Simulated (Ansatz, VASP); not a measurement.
## Na2S: VASP beside Ansatz

```
Na S
1.0
     3.25062    3.25062    0.00000
    -3.25062    3.25062    0.00000
     0.00000    3.25062    3.25062
Na S
2 1
Direct
  0.25000 0.75000 0.50000
  0.75000 0.25000 0.50000
  0.00000 0.00000 0.00000
```

Change from the starting cell: unstrained.

Alike in both runs: task single point; functional PBEsol; k mesh 6 × 6 × 6; no spin polarisation.

```csv
,VASP,Ansatz
version,VASP 6.6.1,Ansatz 0.2.0
potentials or method,"VASP PAW PBE potentials, release 64 (Na_pv, S), cutoff 500 eV","all-electron LAPW, scalar-relativistic"
occupations,"gaussian, width 0.01 eV",fixed
```

|  | VASP | Ansatz | Ansatz less VASP |
| --- | --- | --- | --- |
| gap on the k mesh at the Fermi level (eV) | 2.42 | 2.43 | +0.004 |
| pressure (GPa) | 0.1 | 0.0 | -0.05 |

VASP's potentials were made for PBE, not for PBEsol. Ansatz ran all-electron here, and VASP with PAW potentials.
